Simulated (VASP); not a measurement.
Here is a VASP 6.6.1 calculation.

File INCAR:

```
PREC = Accurate
ENCUT = 520
EDIFF = 1E-6
ISMEAR = 0
SIGMA = 0.05
LREAL = False
LASPH = True
NELM = 100
ALGO = Normal
ISIF = 2
LWAVE = False
LCHARG = False
GGA = CA
IBRION = 2
NSW = 80
EDIFFG = -0.003
```

KPOINTS

```
regular mesh
0
Gamma
  8 8 5
```

Contents of POSCAR:

```
GaN
1.0
    3.1890000000      0.0000000000      0.0000000000
   -1.5945000000      2.7617550100      0.0000000000
    0.0000000000      0.0000000000      5.1538900000
Ga N
2 2
Direct
    0.3333333333      0.6666666667      0.0000000000
    0.6666666667      0.3333333333      0.5000000000
    0.3333333333      0.6666666667      0.3770000000
    0.6666666667      0.3333333333      0.8770000000
```

Potentials or basis: VASP PAW LDA potentials, release 64 (Ga_d, N).

The run is started by

```bash
$ cat potpaw_LDA.64/Ga_d/POTCAR potpaw_LDA.64/N/POTCAR > POTCAR
$ mpirun -np 1 vasp_std > vasp.out
```

Task: Estimate the energy gained by relaxing.

Result: 0.1 meV/atom.

Task: What does it give for the band gap on the k mesh?

Result: 2.00 eV, direct.

Final structure:
```yaml
crystal:
  lattice:
    - [3.18900, 0.00000, 0.00000]
    - [-1.59450, 2.76176, 0.00000]
    - [0.00000, 0.00000, 5.15389]
  atoms:
    - { symbol: Ga, position: [0.33333, 0.66667, 0.99957] }
    - { symbol: Ga, position: [0.66667, 0.33333, 0.49957] }
    - { symbol: N, position: [0.33333, 0.66667, 0.37743] }
    - { symbol: N, position: [0.66667, 0.33333, 0.87743] }
```

Expect the measured gap to be larger: semilocal functionals such as LDA lack the derivative discontinuity.
